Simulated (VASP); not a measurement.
# Au (P6/mmm) in VASP: further runs

Runs on Au. Level: PBE. Tasks: single point.

Everything below comes from runs of VASP 6.6.1. Logs are shortened: lines on timing, memory, paths and dates and some standing lists are left out, and cuts for length are marked.

## Step 1: The cell of the first run

The structure is hexagonal, space group P6/mmm (No. 191). Conventional cell: a = 3.494 Å, b = 3.494 Å, c = 2.081 Å, α = 90.00°, β = 90.00°, γ = 120.00°. Within 2.8 Å of Au (site symmetry 6/mmm) lie 14 Au at 2.08 to 2.27 Å. Within 2.7 Å of Au (site symmetry -6m2) lie 11 Au at 2.02 to 2.27 Å.

This isn't the form of Au at room conditions, which is fcc.

## Step 2: Single point, PBE (7.34 Å³/atom)

Contents of POSCAR:

```
Au
1.0
    3.4942858586      0.0000000000      0.0000000000
   -1.7471429294      3.0261403217      0.0000000000
    0.0000000000      0.0000000000      2.0812272938
Au
3
Direct
    0.0000000000      0.0000000000      0.0000000000
    0.3333333333      0.6666666667      0.5000000000
    0.6666666667      0.3333333333      0.5000000000
```

Contents of INCAR.step1:

```
SYSTEM = Au
ALGO = Normal
EDIFF = 1E-7
ENCUT = 520
GGA = PE
ISIF = 2
ISMEAR = -1
LASPH = .True.
LCHARG = .True.
LMAXMIX = 4
LREAL = .False.
LWAVE = .False.
NBANDS = 24
NELM = 100
PREC = Accurate
SIGMA = 0.08
```

Contents of KPOINTS.step1:

```
k-points
0
Gamma
  9 9 12
  0 0 0
```

Contents of INCAR.step2:

```
SYSTEM = Au
ALGO = Normal
EDIFF = 1E-7
ENCUT = 520
GGA = PE
ICHARG = 11
ISIF = 2
ISMEAR = -5
LASPH = .True.
LCHARG = .False.
LMAXMIX = 4
LORBIT = 10
LREAL = .False.
LWAVE = .False.
NBANDS = 24
NEDOS = 1001
NELM = 100
PREC = Accurate
SIGMA = 0.08
```

Contents of KPOINTS.step2:

```
k-points
0
Gamma
  14 14 18
  0 0 0
```

Potentials or basis: VASP PAW PBE potentials, release 64 (Au).

Command:

```bash
$ cat potpaw_PBE.64/Au/POTCAR > POTCAR
$ cp INCAR.step1 INCAR
$ cp KPOINTS.step1 KPOINTS
$ mpirun -np 1 vasp_std > vasp.out
$ cp INCAR.step2 INCAR
$ cp KPOINTS.step2 KPOINTS
$ mpirun -np 1 vasp_std > vasp.out
```

OUTCAR:

```text
SYSTEM = Au
   EDIFF = 1E-7
   ENCUT = 520
   GGA = PE
   ICHARG = 11
   ISIF = 2
   ISMEAR = -5
   LASPH = .True.
   LORBIT = 10
   LREAL = .False.
   NELM = 100
   PREC = Accurate

 ion  position               nearest neighbor table
   1  0.000  0.000  0.000-   2 2.27   3 2.27   2 2.27   3 2.27   3 2.27   3 2.27   2 2.27   2 2.27
                             3 2.27   3 2.27   2 2.27   2 2.27
   2  0.333  0.667  0.500-   3 2.02   3 2.02   3 2.02   1 2.27   1 2.27   1 2.27   1 2.27   1 2.27
                             1 2.27   3 2.90   3 2.90   3 2.90   3 2.90   3 2.90   3 2.90
   3  0.667  0.333  0.500-   2 2.02   2 2.02   2 2.02   1 2.27   1 2.27   1 2.27   1 2.27   1 2.27
                             1 2.27   2 2.90   2 2.90   2 2.90   2 2.90   2 2.90   2 2.90

  LATTYP: Found a hexagonal cell.
 ALAT       =     3.4942858586
 C/A-ratio  =     0.5956087676

  Lattice vectors:

 A1 = (   3.4942858586,   0.0000000000,   0.0000000000)
 A2 = (  -1.7471429294,   3.0261403217,   0.0000000000)
 A3 = (   0.0000000000,   0.0000000000,   2.0812272938)

Analysis of symmetry for initial positions (statically):
=====================================================================
 Subroutine PRICEL returns:
 Original cell was already a primitive cell.

 Routine SETGRP: Setting up the symmetry group for a
 hexagonal supercell.

 Subroutine GETGRP returns: Found 24 space group operations
 (whereof 24 operations were pure point group operations)
 out of a pool of 24 trial point group operations.

The static configuration has the point symmetry D_6h.

Analysis of symmetry for dynamics (positions and initial velocities):
=====================================================================
 Subroutine PRICEL returns:
 Original cell was already a primitive cell.

 Routine SETGRP: Setting up the symmetry group for a
 hexagonal supercell.

 Subroutine GETGRP returns: Found 24 space group operations
 (whereof 24 operations were pure point group operations)
 out of a pool of 24 trial point group operations.

The dynamic configuration has the point symmetry D_6h.

 Subroutine INISYM returns: Found 24 space group operations
 (whereof 24 operations are pure point group operations),
 and found     1 'primitive' translations

----------------------------------------------------------------------------------------

                                     Primitive cell

  volume of cell :      22.0073

  direct lattice vectors                    reciprocal lattice vectors
     3.494285859  0.000000000  0.000000000     0.286181509  0.165226971  0.000000000
    -1.747142929  3.026140322  0.000000000     0.000000000  0.330453943  0.000000000
     0.000000000  0.000000000  2.081227294     0.000000000  0.000000000  0.480485723

  length of vectors
     3.494285859  3.494285859  2.081227294     0.330453943  0.330453943  0.480485723

  position of ions in fractional coordinates (direct lattice)
     0.000000000  0.000000000  0.000000000
     0.333333333  0.666666667  0.500000000
     0.666666667  0.333333333  0.500000000

  ion indices of the primitive-cell ions
   primitive index   ion index
                 1           1
                 2           2
                 3           3

----------------------------------------------------------------------------------------

 KPOINTS: k-points

Automatic generation of k-mesh.
 Grid dimensions read from file:
 generate k-points for:   14   14   18

 Generating k-lattice:

  Cartesian coordinates                     Fractional coordinates (reciprocal lattice)
     0.020441536  0.011801927  0.000000000     0.071428571 -0.000000000  0.000000000
     0.000000000  0.023603853  0.000000000     0.000000000  0.071428571  0.000000000
     0.000000000  0.000000000  0.026693651     0.000000000  0.000000000  0.055555556

  Length of vectors
     0.023603853  0.023603853  0.026693651

  Shift w.r.t. Gamma in fractional coordinates (k-lattice)
     0.000000000  0.000000000  0.000000000

 TETIRR: Found   3654 inequivalent tetrahedra from    21168

 Subroutine IBZKPT returns following result:
 ===========================================

 Found    240 irreducible k-points:

 Following reciprocal coordinates:
            Coordinates               Weight
  0.000000  0.000000  0.000000      1.000000
  0.071429  0.000000  0.000000      6.000000
  0.142857 -0.000000  0.000000      6.000000
  0.214286  0.000000  0.000000      6.000000
  0.285714 -0.000000  0.000000      6.000000
  0.357143 -0.000000  0.000000      6.000000
[... 16 lines left out ...]
  0.285714  0.285714  0.000000      6.000000
  0.357143  0.285714  0.000000      6.000000
 [... further k-points ...]
   k-points           NKPTS =    240   k-points in BZ     NKDIM =    240   number of bands    NBANDS=     24
   number of dos      NEDOS =   1001   number of ions     NIONS =      3
   total plane-waves  NPLWV =  12544
   dimension x,y,z NGX =    28 NGY =   28 NGZ =   16
   dimension x,y,z NGXF=    56 NGYF=   56 NGZF=   32
   ions per type =               3
   NGX,Y,Z   is equivalent  to a cutoff of  13.32, 13.32, 12.78 a.u.
   NGXF,Y,Z  is equivalent  to a cutoff of  26.64, 26.64, 25.56 a.u.
 SYSTEM =  Au
   PREC   = accura    normal or accurate (medium, high low for compatibility)
   ISTART =      0    job   : 0-new  1-cont  2-samecut
   ICHARG =     11    charge: 1-file 2-atom 10-const
   ISPIN  =      1    spin polarized calculation?
   LNONCOLLINEAR =      F non collinear calculations
   LSORBIT =      F    spin-orbit coupling
   LASPH  =      T    aspherical Exc in radial PAW
   ENCUT  =  520.0 eV  38.22 Ry    6.18 a.u.   6.50  6.50  3.87*2*pi/ulx,y,z
   NELM   =    100;   NELMIN=  2; NELMDL=  0     # of ELM steps
   EDIFF  = 0.1E-06   stopping-criterion for ELM
   LREAL  =      F    real-space projection
   EDIFFG = 0.1E-05   stopping-criterion for IOM
   NSW    =      0    number of steps for IOM
   IBRION =     -1    ionic relax: 0-MD 1-quasi-New 2-CG
   NFREE  =      0    steps in history (QN), initial steepest desc. (CG)
   ISIF   =      2    stress and relaxation
   ISYM   =      2    0-nonsym 1-usesym 2-fastsym
   POTIM  = 0.5000    time-step for ionic-motion
   TEBEG  =    0.0;   TEEND  =   0.0 temperature during run
   PSTRESS=    0.0 pullay stress
   NELECT =      33.0000    total number of electrons
   NUPDOWN=      -1.0000    fix difference up-down
   EMIN   =  10.00;   EMAX   =-10.00  energy-range for DOS
   EFERMI =   0.00;   METHOD = LEGACY
   ISMEAR =    -5;   SIGMA  =   0.08  broadening in eV -4-tet -1-fermi 0-gaus
   EFERMI_NEDOS =   21; number of points for ismear=-14 and -15
   IALGO  =     38    algorithm
   IMIX   =      4    mixing-type and parameters
     AMIX     =   0.40;   BMIX     =  1.00
     AMIX_MAG =   1.60;   BMIX_MAG =  1.00
  volume/ion in A,a.u.               =       7.34        49.50
  Fermi-wavevector in a.u.,A,eV,Ry     =   1.873802  3.540973 47.771902  3.511136
  Thomas-Fermi vector in A             =   2.918877
   LORBIT       =     10    0 simple, 1 ext, 2 COOP (PROOUT), +10 PAW based schemes
   GGA     = PE    functional components
   LHFCALC =     F    Hartree Fock is set to
   AEXX    =    0.0000 exact exchange contribution
   IVDW    =     0    specifies the selected vdW correction
   LEPSILON=     F    determine dielectric tensor
   LRPA    =     F    only Hartree local field effects (RPA)
 non-spin polarized calculation
 Fermi weights with tetrahedron method with Bloechl corrections
  energy-cutoff  :      520.00
  volume of cell :       22.01
 maximum number of plane-waves:       613
 NGX is ok and might be reduce to    28

 number of electron      32.9999998 magnetization

 Free energy of the ion-electron system (eV)
  ---------------------------------------------------
  ext. energy  EPLUGINS =         0.00000000
  ---------------------------------------------------
  free energy    TOTEN  =        50.25958384 eV

  energy without entropy =       50.25958384  energy(sigma->0) =       50.25958384

 E-fermi :  33.3726     XC(G=0): -18.2426

 val. band max:       33.6614670946   @ k =   0.2143   0.0000   0.5000
 cond. band min:      33.2587138025   @ k =   0.2857   0.2857   0.2222
 fundamental gap:     -0.4027532922
 Fermi energy:        33.3726360199

 k-point     1 :       0.0000    0.0000    0.0000
  band No.  band energies     occupation
      1       9.9367      2.00000
      2      11.4338      2.00000
      3      16.5668      2.00000
      4      17.4799      2.00000
      5      18.2441      2.00000
      6      18.2441      2.00000
[... 16 lines left out ...]
     23      42.8203      0.00000
     24      45.8611      0.00000

 k-point     2 :       0.0714    0.0000    0.0000
  band No.  band energies     occupation
      1      10.0996      2.00000
      2      11.4965      2.00000
      3      16.3467      2.00000
      4      16.9283      2.00000
      5      17.3923      2.00000
      6      17.7220      2.00000
[... 16 lines left out ...]
     23      43.9819      0.00000
     24      46.2333      0.00000

 k-point     3 :       0.1429   -0.0000    0.0000
  band No.  band energies     occupation
      1      10.5672      2.00000
      2      11.6794      2.00000
      3      15.3742      2.00000
      4      16.3003      2.00000
      5      16.6489      2.00000
      6      17.5505      2.00000
[... 16 lines left out ...]
     23      45.0997      0.00000
     24      46.1835      0.00000
[... 514 lines left out ...]
 k-point    23 :       0.2857    0.2857    0.0000
  band No.  band energies     occupation
      1      11.2563      2.00000
      2      12.7786      2.00000
      3      13.1259      2.00000
      4      14.5633      2.00000
      5      15.2310      2.00000
      6      15.9768      2.00000
[... 16 lines left out ...]
     23      49.9754      0.00000
     24      50.4729      0.00000

 k-point    24 :       0.3571    0.2857    0.0000
  band No.  band energies     occupation
      1      11.1590      2.00000
      2      12.7681      2.00000
      3      13.0504      2.00000
      4      14.8803      2.00000
      5      14.9988      2.00000
      6      15.8139      2.00000
[... 16 lines left out ...]
     23      50.2264      0.00000
     24      51.4025      0.00000

 [... further k-points ...]
[... 5 lines left out ...]
  --------------------------------------------------------------------------------------
  -------------------------------------------------------------------------------------
  Total      197.2233220    197.2233220    198.0209466     -0.0000000     -0.0000000      0.0000000
  in kB    14358.2610988  14358.2610994  14416.3297970     -0.0000005     -0.0000000      0.0000000
  external PRESSURE =   14377.6173317 kB  Pullay stress =       0.0000000 kB

 VOLUME and BASIS-vectors are now :
 -----------------------------------------------------------------------------
  energy-cutoff  :      520.00
  volume of cell :       22.01
      direct lattice vectors                 reciprocal lattice vectors
     3.494285859  0.000000000  0.000000000     0.286181509  0.165226971  0.000000000
    -1.747142929  3.026140322  0.000000000     0.000000000  0.330453943  0.000000000
     0.000000000  0.000000000  2.081227294     0.000000000  0.000000000  0.480485723

 POSITION                                       TOTAL-FORCE (eV/Angst)
 -----------------------------------------------------------------------------------
      0.00000      0.00000      0.00000        -0.000000      0.000000      0.000000
     -0.00000      2.01743      1.04061        -0.000000     -0.000000      0.000000
      1.74714      1.00871      1.04061         0.000000      0.000000      0.000000
 -----------------------------------------------------------------------------------
    total drift:                                0.000000      0.000000     -0.000000

  FREE ENERGIE OF THE ION-ELECTRON SYSTEM (eV)
  ---------------------------------------------------
  free  energy   TOTEN  =        50.2595838413 eV

  energy  without entropy=       50.2595838413  energy(sigma->0) =       50.25958384

 total charge

# of ion       s       p       d       tot
------------------------------------------
    1        1.120   1.735   9.909  12.765
    2        1.185   1.828  10.002  13.015
    3        1.185   1.828  10.002  13.015
--------------------------------------------------
tot          3.491   5.390  29.913  38.794
```

Wall time 2.4 min (1 thread of Intel Xeon 8259CL, shared host); peak memory 0.22 GiB.

Caveat: spin-orbit coupling is left out, which moves the levels of the heavy elements; tetrahedron occupations give inexact forces and stress in metals.

(Part 1 of 2 ends here.)
